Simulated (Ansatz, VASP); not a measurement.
# TiAl3Ni2: VASP beside Ansatz

```
Ti Al Ni
1.0
     2.89476    0.00001   -0.00014
     0.00002    5.78960    0.00025
     0.00083   -0.00041    9.63366
Ti Al Ni
2 6 4
Direct
  0.49999 0.25004 0.50000
  0.50004 0.74997 0.50000
  0.00001 0.50003 0.00000
  0.00000 0.99998 0.99998
  0.99999 0.49999 0.29823
  0.00000 0.00002 0.29825
  0.00000 0.00001 0.70176
  0.99999 0.49997 0.70176
  0.49996 0.24999 0.14873
  0.50001 0.75003 0.14876
  0.50001 0.25001 0.85129
  0.50000 0.74997 0.85122
```

Change from the starting cell: cell x2, atoms moved at random (sigma 0.1 Å) and cell strained at random (1.5 %), then relaxed without symmetry.

Alike in both runs: functional PBE; k mesh 8 × 4 × 2; occupations gaussian, width 0.2 eV; no spin polarisation.

Ansatz relaxed the structure, and its values are those at the end. VASP's run is a single point on that final structure, the one shown.

|  | VASP | Ansatz |
| --- | --- | --- |
| version | VASP 6.6.1 | Ansatz 0.2.0 |
| potentials or method | VASP PAW PBE potentials, release 64 (Ti_sv, Al, Ni), cutoff 520 eV | scalar-relativistic, plane waves, PAW |
| valence electrons in the cell | 82 | 114 |

```tsv
	VASP	Ansatz	Ansatz less VASP
gap on the k mesh at the Fermi level (eV)	none	none	-
pressure (GPa)	0.1	0.1	+0.02
rms of the force components (eV/Å)	0.004	0.004	+0.0002
```

A gap of «none» marks a metal or a gap that the smearing closes. VASP's potentials hold 82 valence electrons a cell and Ansatz's 114, so a difference there can come from the potentials and not from the codes.
